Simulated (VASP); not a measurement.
# HfN (I-4m2) in VASP: single point with r2SCAN

Aim: the single point of HfN with r2SCAN.

Everything below comes from runs of VASP 6.6.1. Logs are shortened: lines on timing, memory, paths and dates and some standing lists are left out, and cuts for length are marked.

### 1 The cell of the first run

Symmetry: I-4m2, No. 119, tetragonal system. Conventional cell: a = 3.472 Å, b = 3.472 Å, c = 5.155 Å, α = 90.00°, β = 90.00°, γ = 90.00°. Within 2.9 Å of Hf (site symmetry -4m2) lie 4 N at 2.16 Å. N (site symmetry -4m2) has 4 Hf at 2.16 Å within 2.9 Å.

### 2 Single point, r2SCAN (strain +0.000 along x and y, +0.050 along z)

Contents of POSCAR:

```
HfN
1.0
    0.0000000000      2.4548220000      2.5775631000
    2.4548220000      0.0000000000      2.5775631000
    2.4548220000      2.4548220000      0.0000000000
Hf N
1 1
Direct
    0.0000000000      0.0000000000      0.0000000000
    0.7500000000      0.7500000000      0.7500000000
```

Contents of INCAR.step1:

```
PREC = Accurate
ENCUT = 520
ISMEAR = 0
SIGMA = 0.15
LREAL = F
LASPH = T
NELM = 60
NBANDS = 14
GGA = PE
ALGO = Normal
EDIFF = 1E-4
LWAVE = T
LCHARG = F
```

Contents of INCAR.step2:

```
PREC = Accurate
ENCUT = 520
EDIFF = 1E-6
ISMEAR = 0
SIGMA = 0.15
LREAL = F
LASPH = T
NELM = 60
ALGO = Normal
ISIF = 2
LWAVE = F
LCHARG = F
METAGGA = R2SCAN
LMIXTAU = T
NBANDS = 14
ISTART = 1
```

Contents of KPOINTS:

```
regular mesh
0
Gamma
  16 16 16
```

Potentials or basis: VASP PAW PBE potentials, release 64 (Hf_pv, N).

On the command line:

```console
cat potpaw_PBE.64/Hf_pv/POTCAR potpaw_PBE.64/N/POTCAR > POTCAR
cp INCAR.step1 INCAR
mpirun -np 1 vasp_std > vasp.out
cp INCAR.step2 INCAR
mpirun -np 1 vasp_std > vasp.out
```

OUTCAR:

```text
PREC = Accurate
   ENCUT = 520
   EDIFF = 1E-6
   ISMEAR = 0
   LREAL = F
   LASPH = T
   NELM = 60
   ISIF = 2
   METAGGA = R2SCAN
   ISTART = 1

 ion  position               nearest neighbor table
   1  0.000  0.000  0.000-   2 2.16   2 2.16   2 2.16   2 2.16
   2  0.750  0.750  0.750-   1 2.16   1 2.16   1 2.16   1 2.16

  LATTYP: Found a body centered tetragonal cell.
 ALAT       =     3.4716425656
 C/A-ratio  =     1.4849242405

  Lattice vectors:

 A1 = (  -2.4548220000,   0.0000000000,   2.5775631000)
 A2 = (   2.4548220000,   0.0000000000,   2.5775631000)
 A3 = (   0.0000000000,   2.4548220000,  -2.5775631000)

Analysis of symmetry for initial positions (statically):
=====================================================================
 Subroutine PRICEL returns:
 Original cell was already a primitive cell.

 Routine SETGRP: Setting up the symmetry group for a
 body centered tetragonal supercell.

 Subroutine GETGRP returns: Found  8 space group operations
 (whereof  8 operations were pure point group operations)
 out of a pool of 16 trial point group operations.

The static configuration has the point symmetry D_2d.

Analysis of symmetry for dynamics (positions and initial velocities):
=====================================================================
 Subroutine PRICEL returns:
 Original cell was already a primitive cell.

 Routine SETGRP: Setting up the symmetry group for a
 body centered tetragonal supercell.

 Subroutine GETGRP returns: Found  8 space group operations
 (whereof  8 operations were pure point group operations)
 out of a pool of 16 trial point group operations.

The dynamic configuration has the point symmetry D_2d.

 Subroutine INISYM returns: Found  8 space group operations
 (whereof  8 operations are pure point group operations),
 and found     1 'primitive' translations

----------------------------------------------------------------------------------------

                                     Primitive cell

  volume of cell :      31.0656

  direct lattice vectors                    reciprocal lattice vectors
     0.000000000  2.454822000  2.577563100    -0.203680756  0.203680756  0.193981672
     2.454822000  0.000000000  2.577563100     0.203680756 -0.203680756  0.193981672
     2.454822000  2.454822000  0.000000000     0.203680756  0.203680756 -0.193981672

  length of vectors
     3.559491900  3.559491900  3.471642566     0.347275956  0.347275956  0.347275956

[... 83 lines left out ...]
   NSW    =      0    number of steps for IOM
   IBRION =     -1    ionic relax: 0-MD 1-quasi-New 2-CG
   NFREE  =      0    steps in history (QN), initial steepest desc. (CG)
   ISIF   =      2    stress and relaxation
   ISYM   =      2    0-nonsym 1-usesym 2-fastsym
   POTIM  = 0.5000    time-step for ionic-motion
   TEBEG  =    0.0;   TEEND  =   0.0 temperature during run
   PSTRESS=    0.0 pullay stress
   NELECT =      15.0000    total number of electrons
   NUPDOWN=      -1.0000    fix difference up-down
   EMIN   =  10.00;   EMAX   =-10.00  energy-range for DOS
   EFERMI =   0.00;   METHOD = LEGACY
   ISMEAR =     0;   SIGMA  =   0.15  broadening in eV -4-tet -1-fermi 0-gaus
   EFERMI_NEDOS =   21; number of points for ismear=-14 and -15
   IALGO  =     38    algorithm
   IMIX   =      4    mixing-type and parameters
     AMIX     =   0.40;   BMIX     =  1.00
     AMIX_MAG =   1.60;   BMIX_MAG =  1.00
  volume/ion in A,a.u.               =      15.53       104.82
  Fermi-wavevector in a.u.,A,eV,Ry     =   1.284336  2.427044 22.443084  1.649520
  Thomas-Fermi vector in A             =   2.416536
   LORBIT       =      0    0 simple, 1 ext, 2 COOP (PROOUT), +10 PAW based schemes
   METAGGA = R2SCAN    functional components
   LHFCALC =     F    Hartree Fock is set to
   AEXX    =    0.0000 exact exchange contribution
   IVDW    =     0    specifies the selected vdW correction
   LEPSILON=     F    determine dielectric tensor
   LRPA    =     F    only Hartree local field effects (RPA)
 non-spin polarized calculation
 Gauss-broadening in eV      SIGMA  =   0.15
  energy-cutoff  :      520.00
  volume of cell :       31.07
 maximum number of plane-waves:       869
   NGX = 13   NGY = 13   NGZ = 13

 number of electron      14.9999997 magnetization

 Free energy of the ion-electron system (eV)
  ---------------------------------------------------
  ext. energy  EPLUGINS =         0.00000000
  ---------------------------------------------------
  free energy    TOTEN  =       -57.61459137 eV

  energy without entropy =      -57.60723201  energy(sigma->0) =      -57.61091169

 E-fermi :   5.4337     XC(G=0): -11.6965

 val. band max:        5.4255766383   @ k =  -0.4375   0.3125   0.2500
 cond. band min:       5.4354168391   @ k =  -0.2500   0.0625   0.3125
 fundamental gap:      0.0098402008
 Fermi energy:         5.4337074240

 k-point     1 :       0.0000    0.0000    0.0000
  band No.  band energies     occupation
      1     -27.1350      2.00000
      2     -27.1350      2.00000
      3     -27.1201      2.00000
      4     -11.5715      2.00000
      5      -0.2518      2.00000
      6      -0.0996      2.00000
      7      -0.0996      2.00000
      8       4.6001      2.00000
      9       7.4641      0.00000
     10       8.0380      0.00000
     11      11.4520      0.00000
     12      12.2219      0.00000
     13      12.2219      0.00000
     14      16.3534      0.00000
[... 377 lines left out ...]
      1     -27.1769      2.00000
      2     -27.1371      2.00000
      3     -27.1295      2.00000
      4     -11.4636      2.00000
      5      -0.3774      2.00000
      6      -0.1434      2.00000
      7      -0.0335      2.00000
      8       5.1678      1.98782
      9       7.5113      0.00000
     10       7.7207      0.00000
     11      11.5149      0.00000
     12      11.9999      0.00000
     13      12.4801      0.00000
     14      16.3532      0.00000

 [... further k-points ...]
[... 5 lines left out ...]
  --------------------------------------------------------------------------------------
  -------------------------------------------------------------------------------------
  Total       -1.8126227     -1.8126227     -3.4834711      0.0000000     -0.0000000      0.0000000
  in kB      -93.4843003    -93.4843003   -179.6567275      0.0000000     -0.0000000      0.0000000
  external PRESSURE =    -122.2084427 kB  Pullay stress =       0.0000000 kB

 VOLUME and BASIS-vectors are now :
 -----------------------------------------------------------------------------
  energy-cutoff  :      520.00
  volume of cell :       31.07
      direct lattice vectors                 reciprocal lattice vectors
     0.000000000  2.454822000  2.577563100    -0.203680756  0.203680756  0.193981672
     2.454822000  0.000000000  2.577563100     0.203680756 -0.203680756  0.193981672
     2.454822000  2.454822000  0.000000000     0.203680756  0.203680756 -0.193981672

 POSITION                                       TOTAL-FORCE (eV/Angst)
 -----------------------------------------------------------------------------------
      0.00000      0.00000      0.00000        -0.000000     -0.000000     -0.000000
      3.68223      3.68223      3.86634         0.000000      0.000000      0.000000
 -----------------------------------------------------------------------------------
    total drift:                               -0.000001     -0.000001     -0.000001

  FREE ENERGIE OF THE ION-ELECTRON SYSTEM (eV)
  ---------------------------------------------------
  free  energy   TOTEN  =       -57.6145913701 eV

  energy  without entropy=      -57.6072320054  energy(sigma->0) =      -57.61091169
```

OUTCAR.step1:

```text
PREC = Accurate
   ENCUT = 520
   ISMEAR = 0
   LREAL = F
   LASPH = T
[... 629 lines left out ...]
 -----------------------------------------------------------------------------------
      0.00000      0.00000      0.00000        -0.000000     -0.000000     -0.000000
      3.68223      3.68223      3.86634         0.000000      0.000000      0.000000
 -----------------------------------------------------------------------------------
    total drift:                                0.000000      0.000000      0.000000

  FREE ENERGIE OF THE ION-ELECTRON SYSTEM (eV)
  ---------------------------------------------------
  free  energy   TOTEN  =       -21.1561019995 eV

  energy  without entropy=      -21.1482696287  energy(sigma->0) =      -21.15218581
```

Run time: 12 min. Hardware: 1 thread of Intel Xeon 8259CL, shared host; peak memory 0.3 GiB.

What came out:

- Free energy: -57.6146 eV
- Pressure: -12.2 GPa
- Band gap on the k mesh: zero (an odd number of electrons rules out a gap without spin polarisation)

Levels at points of the mesh, in eV from the Fermi level:
| k point | band 5 | band 6 | band 7 | band 8 | band 9 | band 10 | band 11 | band 12 |
| --- | --- | --- | --- | --- | --- | --- | --- | --- |
| (0.00, 0.00, 0.00) | -5.69 | -5.53 | -5.53 | -0.83 | 2.03 | 2.60 | 6.02 | 6.79 |
| (0.50, 0.00, 0.00) | -5.99 | -5.14 | -4.88 | 1.43 | 2.76 | 2.87 | 4.35 | 5.17 |
| (0.50, 0.50, 0.00) | -7.01 | -3.78 | -3.78 | -1.45 | 2.22 | 4.06 | 4.51 | 4.51 |
| (0.50, 0.00, 0.50) | -6.89 | -4.03 | -3.87 | -1.16 | 2.25 | 4.12 | 4.49 | 4.61 |

Caveat: the cell differs from its parent crystal (strain +0.000 along x and y, +0.050 along z); the cell stands under tension; the PAW data sets were made with another functional, which shifts forces and pressure a little; spin-orbit coupling is left out, which moves the levels of the heavy elements.
